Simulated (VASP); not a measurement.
# TiO2 (C2/m) in VASP: electric field gradients with r2SCAN

Aim: the electric field gradients of TiO2 with r2SCAN.

All numbers are computed with VASP 6.6.1; they aren't measurements. Logs are shortened: lines on timing, memory, paths and dates and some standing lists are left out, and cuts for length are marked.

### 1 The cell of the first run

Symmetry: C2/m, No. 12, monoclinic system. Conventional cell: a = 12.307 Å, b = 3.767 Å, c = 6.616 Å, α = 90.00°, β = 106.95°, γ = 90.00°. Within 2.4 Å of Ti (site symmetry m) lie 6 O at 1.78 to 2.34 Å. Within 2.5 Å of Ti (site symmetry m) lie 6 O at 1.86 to 2.16 Å. O (site symmetry m) has 3 Ti at 1.86 to 2.16 Å and 2 O at 2.54 to 2.67 Å within 2.7 Å. Within 2.6 Å of O (site symmetry m) lie 3 Ti at 1.94 to 2.03 Å and 2 O at 2.53 Å. Within 2.4 Å of O (site symmetry m) lie 2 Ti at 1.78 to 1.87 Å. Within 2.8 Å of O (site symmetry m) lie 4 Ti at 1.96 to 2.34 Å and 5 O at 2.53 to 2.71 Å.

### 2 Electric field gradients, r2SCAN

POSCAR reads:

```
TiO2
1.0
    6.1535771931     -1.8834685000      0.0000000000
    6.1535771931      1.8834685000      0.0000000000
   -1.9283261078      0.0000000000      6.3289668713
Ti O
4 8
Direct
    0.8047140000      0.8047140000      0.7162380000
    0.0999290000      0.0999290000      0.7103980000
    0.1952860000      0.1952860000      0.2837620000
    0.9000710000      0.9000710000      0.2896020000
    0.0583525000      0.0583525000      0.3699790000
    0.6380690000      0.6380690000      0.7066030000
    0.1328115000      0.1328115000      0.0047090000
    0.9416475000      0.9416475000      0.6300210000
    0.7365115000      0.7365115000      0.3475000000
    0.8671885000      0.8671885000      0.9952910000
    0.2634885000      0.2634885000      0.6525000000
    0.3619310000      0.3619310000      0.2933970000
```

INCAR.step1 reads:

```
ALGO = Normal
EDIFF = 1E-4
ENCUT = 520
GGA = PE
ISMEAR = -1
KPAR = 4
LASPH = True
LCHARG = False
LREAL = False
LWAVE = True
NBANDS = 60
NELM = 100
PREC = Accurate
SIGMA = 0.02
```

INCAR.step2 reads:

```
ALGO = Normal
EDIFF = 1E-8
ENCUT = 520
ISIF = 2
ISMEAR = -1
ISTART = 1
KPAR = 4
LASPH = True
LCHARG = False
LEFG = True
LMIXTAU = True
LREAL = False
LWAVE = False
METAGGA = R2SCAN
NBANDS = 60
NELM = 100
PREC = Accurate
SIGMA = 0.02
```

KPOINTS reads:

```
k-points
0
Gamma
  7 7 4
```

Potentials or basis: VASP PAW PBE potentials, release 64 (Ti_sv, O).

Launch:

```console
$ cat potpaw_PBE.64/Ti_sv/POTCAR potpaw_PBE.64/O/POTCAR > POTCAR
$ cp INCAR.step1 INCAR
$ mpirun -np 4 vasp_std > vasp.out
$ cp INCAR.step2 INCAR
$ mpirun -np 4 vasp_std > vasp.out
```

OUTCAR:

```text
EDIFF = 1E-8
   ENCUT = 520
   ISIF = 2
   ISMEAR = -1
   ISTART = 1
   LASPH = True
   LREAL = False
   METAGGA = R2SCAN
   NELM = 100
   PREC = Accurate

 ion  position               nearest neighbor table
   1  0.805  0.805  0.716-  10 1.78   8 1.93  11 1.96  11 1.96   6 2.03   9 2.34
   2  0.100  0.100  0.710-   8 1.86   7 1.87   6 1.94   6 1.94  11 2.16   5 2.16
   3  0.195  0.195  0.284-   7 1.78   5 1.93   9 1.96   9 1.96  12 2.03  11 2.34
   4  0.900  0.900  0.290-   5 1.86  10 1.87  12 1.94  12 1.94   9 2.16   8 2.16
   5  0.058  0.058  0.370-   4 1.86   3 1.93   2 2.16
   6  0.638  0.638  0.707-   2 1.94   2 1.94   1 2.03
   7  0.133  0.133  0.005-   3 1.78   2 1.87
   8  0.942  0.942  0.630-   2 1.86   1 1.93   4 2.16
   9  0.737  0.737  0.347-   3 1.96   3 1.96   4 2.16   1 2.34
  10  0.867  0.867  0.995-   1 1.78   4 1.87
  11  0.263  0.263  0.653-   1 1.96   1 1.96   2 2.16   3 2.34
  12  0.362  0.362  0.293-   4 1.94   4 1.94   3 2.03

  LATTYP: Found a base centered monoclinic cell.
 ALAT       =    12.3071543862
 B/A-ratio  =     0.3060770087
 C/A-ratio  =     0.5375907333
 COS(beta)  =    -0.2914546970

  Lattice vectors:

 A1 = (   6.1535771931,  -1.8834685000,   0.0000000000)
 A2 = (   6.1535771931,   1.8834685000,   0.0000000000)
 A3 = (  -1.9283261078,   0.0000000000,   6.3289668713)

Analysis of symmetry for initial positions (statically):
=====================================================================
 Subroutine PRICEL returns:
 Original cell was already a primitive cell.

 Routine SETGRP: Setting up the symmetry group for a
 base centered monoclinic supercell.

 Subroutine GETGRP returns: Found  4 space group operations
 (whereof  4 operations were pure point group operations)
 out of a pool of  4 trial point group operations.

The static configuration has the point symmetry C_2h.

Analysis of symmetry for dynamics (positions and initial velocities):
=====================================================================
 Subroutine PRICEL returns:
 Original cell was already a primitive cell.

 Routine SETGRP: Setting up the symmetry group for a
 base centered monoclinic supercell.

[... 1704 lines left out ...]
  energy-cutoff  :      520.00
  volume of cell :      146.71
      direct lattice vectors                 reciprocal lattice vectors
     6.153577193 -1.883468500  0.000000000     0.081253551 -0.265467673  0.024756544
     6.153577193  1.883468500  0.000000000     0.081253551  0.265467673  0.024756544
    -1.928326108  0.000000000  6.328966871     0.000000000  0.000000000  0.158003671

 POSITION                                       TOTAL-FORCE (eV/Angst)
 -----------------------------------------------------------------------------------
      8.52260      0.00000      4.53305         0.029211      0.000000      0.114505
     -0.14004      0.00000      4.49609         0.016828      0.000000      0.057363
      1.85623      0.00000      1.79592        -0.029211      0.000000     -0.114505
     10.51887      0.00000      1.83288        -0.016828      0.000000     -0.057363
      0.00471      0.00000      2.34158         0.006836      0.000000      0.066426
      6.49025      0.00000      4.47207         0.111155      0.000000     -0.010616
      1.62545      0.00000      0.02980         0.102651      0.000000      0.029253
     10.37412      0.00000      3.98738        -0.006836      0.000000     -0.066426
      8.39427      0.00000      2.19932         0.073187      0.000000      0.006547
      8.75338      0.00000      6.29916        -0.102651      0.000000     -0.029253
      1.98456      0.00000      4.12965        -0.073187      0.000000     -0.006547
      3.88858      0.00000      1.85690        -0.111155      0.000000      0.010616
 -----------------------------------------------------------------------------------
    total drift:                               -0.000000     -0.000000      0.000000

  FREE ENERGIE OF THE ION-ELECTRON SYSTEM (eV)
  ---------------------------------------------------
  free  energy   TOTEN  =      -139.6213872546 eV

  energy  without entropy=     -139.6213872546  energy(sigma->0) =     -139.62138725

 Electric field gradients (V/A^2)
---------------------------------------------------------------------
 ion       V_xx      V_yy      V_zz      V_xy      V_xz      V_yz
---------------------------------------------------------------------
   1      -5.082    -0.273     5.356     0.000     0.949     0.000
   2      12.357   -17.887     5.530    -0.000    -6.440    -0.000
   3      -5.082    -0.273     5.356     0.000     0.949    -0.000
   4      12.357   -17.887     5.530     0.000    -6.440     0.000
   5      15.931    -8.481    -7.449     0.000    -3.354    -0.000
   6       0.076    27.317   -27.393     0.000     2.582    -0.000
   7      -0.880    -9.907    10.787     0.000    -0.777     0.000
   8      15.931    -8.481    -7.449    -0.000    -3.354     0.000
   9      -6.439    17.864   -11.426     0.000    -8.675    -0.000
  10      -0.880    -9.907    10.787     0.000    -0.777     0.000
  11      -6.439    17.864   -11.426    -0.000    -8.675    -0.000
  12       0.076    27.317   -27.393     0.000     2.582    -0.000
---------------------------------------------------------------------

 Electric field gradients after diagonalization (V/A^2)
 (convention: |V_zz| > |V_xx| > |V_yy|)
----------------------------------------------------------------------
 ion       V_xx      V_yy      V_zz     asymmetry (V_yy - V_xx)/ V_zz
----------------------------------------------------------------------
   1      -5.168    -0.273     5.441       0.900
   2      16.233     1.655   -17.887       0.815
   3      -5.168    -0.273     5.441       0.900
   4      16.233     1.655   -17.887       0.815
   5      -8.481    -7.921    16.402       0.034
   6      27.317     0.316   -27.634       0.977
   7      -9.907    -0.931    10.838       0.828
   8      -8.481    -7.921    16.402       0.034
   9      17.864     0.094   -17.958       0.990
  10      -9.907    -0.931    10.838       0.828
  11      17.864     0.094   -17.958       0.990
  12      27.317     0.316   -27.634       0.977
----------------------------------------------------------------------

           NMR quadrupolar parameters

 Cq : quadrupolar parameter    Cq=e*Q*V_zz/h
 eta: asymmetry parameters     (V_yy - V_xx)/ V_zz
 Q  : nuclear electric quadrupole moment in mb (millibarn)
----------------------------------------------------------------------
 ion       Cq(MHz)       eta       Q (mb)
----------------------------------------------------------------------
   1       0.013       0.900       1.000
   2      -0.043       0.815       1.000
   3       0.013       0.900       1.000
   4      -0.043       0.815       1.000
   5       0.040       0.034       1.000
   6      -0.067       0.977       1.000
   7       0.026       0.828       1.000
   8       0.040       0.034       1.000
   9      -0.043       0.990       1.000
  10       0.026       0.828       1.000
  11      -0.043       0.990       1.000
  12      -0.067       0.977       1.000
----------------------------------------------------------------------
```

OUTCAR.step1:

```text
EDIFF = 1E-4
   ENCUT = 520
   GGA = PE
   ISMEAR = -1
   LASPH = True
   LREAL = False
[... 1773 lines left out ...]
      8.75338      0.00000      6.29916        -0.039619      0.000000     -0.015774
      1.98456      0.00000      4.12965        -0.000848      0.000000      0.027681
      3.88858      0.00000      1.85690        -0.024064      0.000000     -0.009837
 -----------------------------------------------------------------------------------
    total drift:                               -0.000000      0.000000      0.000000

  FREE ENERGIE OF THE ION-ELECTRON SYSTEM (eV)
  ---------------------------------------------------
  free  energy   TOTEN  =      -107.7982800897 eV

  energy  without entropy=     -107.7982800897  energy(sigma->0) =     -107.79828009
```

OSZICAR.step1:

```text
N       E                     dE             d eps       ncg     rms          rms(c)
DAV:   1     0.150928950776E+04    0.15093E+04   -0.48145E+04  7288   0.186E+03
DAV:   2     0.176240795297E+03   -0.13330E+04   -0.12633E+04  7356   0.577E+02
DAV:   3    -0.117965068241E+03   -0.29421E+03   -0.28551E+03  9104   0.239E+02
DAV:   4    -0.140645525261E+03   -0.22680E+02   -0.22632E+02 10928   0.715E+01
DAV:   5    -0.142069055535E+03   -0.14235E+01   -0.14229E+01 11072   0.141E+01    0.450E+01
DAV:   6    -0.109022404607E+03    0.33047E+02   -0.21688E+02 10540   0.984E+01    0.184E+01
DAV:   7    -0.108301893505E+03    0.72051E+00   -0.40222E+01 10280   0.372E+01    0.118E+01
DAV:   8    -0.107737953081E+03    0.56394E+00   -0.43852E+00 10200   0.150E+01    0.454E+00
DAV:   9    -0.107802232264E+03   -0.64279E-01   -0.73266E-01  9488   0.517E+00    0.181E+00
DAV:  10    -0.107794971512E+03    0.72608E-02   -0.16356E-01 10340   0.329E+00    0.906E-01
DAV:  11    -0.107800348023E+03   -0.53765E-02   -0.54725E-02 10008   0.232E+00    0.438E-01
DAV:  12    -0.107798123626E+03    0.22244E-02   -0.14327E-02 10120   0.963E-01    0.137E-01
DAV:  13    -0.107798281673E+03   -0.15805E-03   -0.35534E-03 10584   0.423E-01    0.904E-02
DAV:  14    -0.107798280090E+03    0.15830E-05   -0.62916E-04  7628   0.171E-01
   1 F= -.10779828E+03 E0= -.10779828E+03  d E =-.122154E-13
```

Wall time 14 min (4 MPI ranks of Intel Xeon Platinum 8259CL at 2.50GHz (Skylake/Cascade Lake), shared host); peak memory 0.63 GiB.

What came out:

```
Free energy                             : -139.6214 eV
Pressure                                : -4.6 GPa
Largest force                           : 0.118 eV/Å
Band gap on the k mesh                  : 3.12 eV (least direct gap 3.32 eV)
Largest electric field gradient by atom : Ti +5.4, -17.9 (each value once); O +16.4, -27.6, +10.8, -18.0 (each value once) V/Å²
```

Forces on the atoms (eV/Å):
```
Ti   0.029  0.000  0.115
Ti   0.017  0.000  0.057
Ti  -0.029  0.000 -0.115
Ti  -0.017  0.000 -0.057
O    0.007  0.000  0.066
O    0.111  0.000 -0.011
O    0.103  0.000  0.029
O   -0.007  0.000 -0.066
O    0.073  0.000  0.007
O   -0.103  0.000 -0.029
O   -0.073  0.000 -0.007
O   -0.111  0.000  0.011
```

Levels at points of the mesh, in eV from the valence-band top:
```tsv
k point	band 46	band 47	band 48	band 49	band 50	band 51
(0.00, 0.00, 0.00)	-0.77	-0.40	-0.20	3.12	3.46	3.67
(0.00, 0.00, 0.50)	-0.69	-0.64	-0.47	3.22	3.49	3.66
```

Electric field gradients, principal values (V/Å²):
| atom | least | middle | greatest (by size) |
| --- | --- | --- | --- |
| 1 Ti | -0.273 | -5.168 | 5.441 |
| 2 Ti | 1.655 | 16.233 | -17.887 |
| 3 Ti | -0.273 | -5.168 | 5.441 |
| 4 Ti | 1.655 | 16.233 | -17.887 |
| 5 O | -7.921 | -8.481 | 16.402 |
| 6 O | 0.316 | 27.317 | -27.634 |
| 7 O | -0.931 | -9.907 | 10.838 |
| 8 O | -7.921 | -8.481 | 16.402 |
| 9 O | 0.094 | 17.864 | -17.958 |
| 10 O | -0.931 | -9.907 | 10.838 |
| 11 O | 0.094 | 17.864 | -17.958 |
| 12 O | 0.316 | 27.317 | -27.634 |

Caveat: the cell stands under tension; without QUAD_EFG the Cq values of the log hold for a quadrupole moment of 1 mb, not for the nuclei; the PAW data sets were made with another functional, which shifts forces and pressure a little.
